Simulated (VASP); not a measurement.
# Ba3Sn (L12 type) (Pm-3m) in VASP: notebook

Ba3Sn (L12 type) is run at these levels: LDA; tasks: single point.

All numbers are computed with VASP 6.6.1; they aren't measurements. Logs are shortened: lines on timing, memory, paths and dates and some standing lists are left out, and cuts for length are marked.

## (1) The cell of the first run

Symmetry: Pm-3m, No. 221, cubic system. The conventional cell has a = 4.236 Å, b = 4.236 Å, c = 4.236 Å, α = 90.00°, β = 90.00°, γ = 90.00°. Within 3.9 Å of Sn (site symmetry m-3m) lie 12 Ba at 3.00 Å. Ba (site symmetry 4/mmm) has 4 Sn at 3.00 Å and 8 Ba at 3.00 Å within 3.9 Å.

## (2) Single point, LDA (volume scaled by 0.5)

File INCAR:

```
PREC     = Accurate       # precision mode
ENCUT    = 520            # plane-wave cutoff, eV
EDIFF    = 1E-6           # SCF threshold, eV
ISMEAR   = -1             # smearing method
SIGMA    = 0.05           # smearing width, eV
LREAL    = F              # projectors in reciprocal space
LASPH    = T              # aspherical terms in the spheres
NELM     = 60             # most SCF steps
ALGO     = Normal         # electronic algorithm
ISIF     = 2              # what is computed and relaxed
LWAVE    = F              # write WAVECAR
LCHARG   = F              # write CHGCAR
NBANDS   = 30             # bands
```

File KPOINTS:

```
regular mesh
0
Gamma
  6 6 6
```

File POSCAR:

```
Ba3Sn
1.0
    4.2360513966      0.0000000000      0.0000000000
    0.0000000000      4.2360513966      0.0000000000
    0.0000000000      0.0000000000      4.2360513966
Sn Ba
1 3
Direct
    0.0000000000      0.0000000000      0.0000000000
    0.0000000000      0.5000000000      0.5000000000
    0.5000000000      0.0000000000      0.5000000000
    0.5000000000      0.5000000000      0.0000000000
```

Potentials or basis: VASP PAW LDA potentials, release 64 (Sn_d, Ba_sv).

Command:

```sh
> cat potpaw_LDA.64/Sn_d/POTCAR potpaw_LDA.64/Ba_sv/POTCAR > POTCAR
> mpirun -np 1 vasp_std > vasp.out
```

OUTCAR:

```text
PREC = Accurate
   ENCUT = 520
   EDIFF = 1E-6
   ISMEAR = -1
   LREAL = F
   LASPH = T
   NELM = 60
   ISIF = 2

 ion  position               nearest neighbor table
   1  0.000  0.000  0.000-   2 3.00   3 3.00   4 3.00   2 3.00   3 3.00   2 3.00   4 3.00   2 3.00
                             3 3.00   4 3.00   3 3.00   4 3.00
   2  0.000  0.500  0.500-   1 3.00   3 3.00   4 3.00   1 3.00   4 3.00   1 3.00   3 3.00   1 3.00
                             3 3.00   4 3.00   4 3.00   3 3.00
   3  0.500  0.000  0.500-   1 3.00   2 3.00   4 3.00   1 3.00   4 3.00   2 3.00   4 3.00   4 3.00
                             1 3.00   2 3.00   1 3.00   2 3.00
   4  0.500  0.500  0.000-   1 3.00   2 3.00   3 3.00   2 3.00   3 3.00   1 3.00   3 3.00   3 3.00
                             1 3.00   2 3.00   2 3.00   1 3.00

  LATTYP: Found a simple cubic cell.
 ALAT       =     4.2360513966

  Lattice vectors:

 A1 = (   4.2360513966,   0.0000000000,   0.0000000000)
 A2 = (   0.0000000000,   4.2360513966,   0.0000000000)
 A3 = (   0.0000000000,   0.0000000000,   4.2360513966)

Analysis of symmetry for initial positions (statically):
=====================================================================
 Subroutine PRICEL returns:
 Original cell was already a primitive cell.

 Routine SETGRP: Setting up the symmetry group for a
 simple cubic supercell.

 Subroutine GETGRP returns: Found 48 space group operations
 (whereof 48 operations were pure point group operations)
 out of a pool of 48 trial point group operations.

The static configuration has the point symmetry O_h .

Analysis of symmetry for dynamics (positions and initial velocities):
=====================================================================
 Subroutine PRICEL returns:
 Original cell was already a primitive cell.

 Routine SETGRP: Setting up the symmetry group for a
 simple cubic supercell.

 Subroutine GETGRP returns: Found 48 space group operations
 (whereof 48 operations were pure point group operations)
 out of a pool of 48 trial point group operations.

The dynamic configuration has the point symmetry O_h .

 Subroutine INISYM returns: Found 48 space group operations
 (whereof 48 operations are pure point group operations),
 and found     1 'primitive' translations

----------------------------------------------------------------------------------------

                                     Primitive cell

[... 88 lines left out ...]
   NELM   =     60;   NELMIN=  2; NELMDL= -5     # of ELM steps
   EDIFF  = 0.1E-05   stopping-criterion for ELM
   LREAL  =      F    real-space projection
   EDIFFG = 0.1E-04   stopping-criterion for IOM
   NSW    =      0    number of steps for IOM
   IBRION =     -1    ionic relax: 0-MD 1-quasi-New 2-CG
   NFREE  =      0    steps in history (QN), initial steepest desc. (CG)
   ISIF   =      2    stress and relaxation
   ISYM   =      2    0-nonsym 1-usesym 2-fastsym
   POTIM  = 0.5000    time-step for ionic-motion
   TEBEG  =    0.0;   TEEND  =   0.0 temperature during run
   PSTRESS=    0.0 pullay stress
   NELECT =      44.0000    total number of electrons
   NUPDOWN=      -1.0000    fix difference up-down
   EMIN   =  10.00;   EMAX   =-10.00  energy-range for DOS
   EFERMI =   0.00;   METHOD = LEGACY
   ISMEAR =    -1;   SIGMA  =   0.05  broadening in eV -4-tet -1-fermi 0-gaus
   EFERMI_NEDOS =   21; number of points for ismear=-14 and -15
   IALGO  =     38    algorithm
   IMIX   =      4    mixing-type and parameters
     AMIX     =   0.40;   BMIX     =  1.00
     AMIX_MAG =   1.60;   BMIX_MAG =  1.00
  volume/ion in A,a.u.               =      19.00       128.24
  Fermi-wavevector in a.u.,A,eV,Ry     =   1.364367  2.578280 25.327204  1.861497
  Thomas-Fermi vector in A             =   2.490689
   LORBIT       =      0    0 simple, 1 ext, 2 COOP (PROOUT), +10 PAW based schemes
   GGA     = CA    functional components
   LHFCALC =     F    Hartree Fock is set to
   AEXX    =    0.0000 exact exchange contribution
   IVDW    =     0    specifies the selected vdW correction
   LEPSILON=     F    determine dielectric tensor
   LRPA    =     F    only Hartree local field effects (RPA)
 non-spin polarized calculation
  energy-cutoff  :      520.00
  volume of cell :       76.01
 maximum number of plane-waves:      2103
 NGX is ok and might be reduce to    32
   NGX = 15   NGY = 15   NGZ = 15

 number of electron      44.0000004 magnetization

 Free energy of the ion-electron system (eV)
  ---------------------------------------------------
  ext. energy  EPLUGINS =         0.00000000
  ---------------------------------------------------
  free energy    TOTEN  =        -2.63286373 eV

  energy without entropy =       -2.61461049  energy(sigma->0) =       -2.62373711

 E-fermi :   9.4964     XC(G=0): -12.5264

 val. band max:        9.4832402044   @ k =   0.3333   0.3333   0.3333
 cond. band min:       9.5364864349   @ k =   0.3333   0.1667   0.1667
 fundamental gap:      0.0532462305
 Fermi energy:         9.4963524046

 k-point     1 :       0.0000    0.0000    0.0000
  band No.  band energies     occupation
      1     -20.4920      2.00000
      2     -17.7454      2.00000
      3     -17.7454      2.00000
      4     -11.6900      2.00000
      5     -11.6900      2.00000
      6     -11.6900      2.00000
[... 649 lines left out ...]
     29      13.8695      0.00000
     30      13.8695      0.00000

------------------------ aborting loop because EDIFF is reached ----------------------------------------

  FORCE on cell =-STRESS in cart. coord.  units (eV):
  Direction    XX          YY          ZZ          XY          YZ          ZX
  --------------------------------------------------------------------------------------
  -------------------------------------------------------------------------------------
  Total       38.7206116     38.7206116     38.7206116     -0.0000000     -0.0000000      0.0000000
  in kB      816.1483906    816.1483906    816.1483906     -0.0000000     -0.0000000      0.0000000
  external PRESSURE =     816.1483906 kB  Pullay stress =       0.0000000 kB

 VOLUME and BASIS-vectors are now :
 -----------------------------------------------------------------------------
  energy-cutoff  :      520.00
  volume of cell :       76.01
      direct lattice vectors                 reciprocal lattice vectors
     4.236051397  0.000000000  0.000000000     0.236068902  0.000000000  0.000000000
     0.000000000  4.236051397  0.000000000     0.000000000  0.236068902  0.000000000
     0.000000000  0.000000000  4.236051397     0.000000000  0.000000000  0.236068902

 POSITION                                       TOTAL-FORCE (eV/Angst)
 -----------------------------------------------------------------------------------
      0.00000      0.00000      0.00000         0.000000      0.000000      0.000000
      0.00000      2.11803      2.11803         0.000000      0.000000      0.000000
      2.11803      0.00000      2.11803         0.000000      0.000000      0.000000
      2.11803      2.11803      0.00000         0.000000      0.000000      0.000000
 -----------------------------------------------------------------------------------
    total drift:                                0.000000     -0.000000     -0.000000

  FREE ENERGIE OF THE ION-ELECTRON SYSTEM (eV)
  ---------------------------------------------------
  free  energy   TOTEN  =        -2.6328637311 eV

  energy  without entropy=       -2.6146104860  energy(sigma->0) =       -2.62373711
```

OSZICAR:

```text
N       E                     dE             d eps       ncg     rms          rms(c)
DAV:   1     0.474997670361E+03    0.47500E+03   -0.20692E+04  1272   0.181E+03
DAV:   2     0.532224496156E+02   -0.42178E+03   -0.40214E+03  1302   0.499E+02
DAV:   3     0.742212986797E-01   -0.53148E+02   -0.50281E+02  1456   0.144E+02
DAV:   4    -0.398490329828E+01   -0.40591E+01   -0.40060E+01  1836   0.325E+01
DAV:   5    -0.405634848639E+01   -0.71445E-01   -0.71338E-01  1452   0.467E+00    0.306E+01
DAV:   6    -0.302297619389E+01    0.10334E+01   -0.90852E-01  1920   0.836E+00    0.164E+01
DAV:   7    -0.263687209536E+01    0.38610E+00   -0.83333E-01  1978   0.598E+00    0.949E-01
DAV:   8    -0.263351303202E+01    0.33591E-02   -0.48217E-02  1674   0.135E+00    0.669E-01
DAV:   9    -0.263317061008E+01    0.34242E-03   -0.33507E-03  1786   0.413E-01    0.285E-01
DAV:  10    -0.263287672695E+01    0.29388E-03   -0.43735E-04  1822   0.179E-01    0.605E-02
DAV:  11    -0.263286364321E+01    0.13084E-04   -0.40613E-05  1640   0.487E-02    0.365E-03
DAV:  12    -0.263286373113E+01   -0.87924E-07   -0.12317E-06  1014   0.719E-03
   1 F= -.26328637E+01 E0= -.26237371E+01  d E =-.182532E-01
```

stdout:

```text
POSCAR found type information on POSCAR SnBa
 POSCAR found :  2 types and       4 ions
 scaLAPACK will be used
 LDA part: xc-table for (Slater(with rela. corr.)+CA(PZ))
 , standard interpolation
 POSCAR, INCAR and KPOINTS ok, starting setup
 FFT: planning ... GRIDC
 FFT: planning ... GRID_SOFT
 FFT: planning ... GRID
 WAVECAR not read
 entering main loop
```

It took 49 s on 1 thread of Intel Xeon 8259CL, shared host; peak memory 0.18 GiB.

Results:

```
Free energy            : -2.6329 eV
Pressure               : 81.6 GPa
Band gap on the k mesh : zero (band 22 reaches 11.35 eV, above the bottom of band 23 at 7.78 eV)
```

Caveat: spin-orbit coupling is left out, which moves the levels of the heavy elements.

## (3) Single point, LDA (volume scaled by 0.5)

File INCAR:

```
SYSTEM = Ba3Sn
ALGO = Normal
EDIFF = 1E-6
ENCUT = 520
GGA = CA
ISIF = 2
ISMEAR = -1
LASPH = .True.
LCHARG = .False.
LREAL = .False.
LWAVE = .False.
NBANDS = 30
NELM = 100
PREC = Accurate
SIGMA = 0.05
```

File KPOINTS:

```
k-points
0
Gamma
  6 6 6
  0 0 0
```

POSCAR is that of step 2.

Potentials or basis: VASP PAW LDA potentials, release 64 (Sn_d, Ba_sv).

Command:

```sh
> cat potpaw_LDA.64/Sn_d/POTCAR potpaw_LDA.64/Ba_sv/POTCAR > POTCAR
> mpirun -np 1 vasp_std > vasp.out
```

Run time: 47 s. Hardware: 1 thread of Intel Xeon 8259CL, shared host; peak memory 0.18 GiB.

Results (log left out):

```yaml
Free_energy: -2.6329 eV
Pressure: 81.6 GPa
Band_gap_on_the_k_mesh: zero (band 22 reaches 11.35 eV, above the bottom of band 23 at 7.78 eV)
```

Levels at points of the mesh, in eV from the Fermi level:
```csv
k point,band 20,band 21,band 22,band 23,band 24,band 25
"(0.00, 0.00, 0.00)",-1.93,-1.93,-1.93,-1.72,-1.72,1.87
"(0.50, 0.00, 0.00)",-1.42,-1.42,-1.22,-0.03,2.16,2.31
"(0.50, 0.50, 0.00)",-0.93,-0.93,0.65,0.65,1.97,3.66
"(0.50, 0.50, 0.50)",-0.13,-0.13,1.86,1.86,1.86,2.31
```

Caveat: spin-orbit coupling is left out, which moves the levels of the heavy elements.
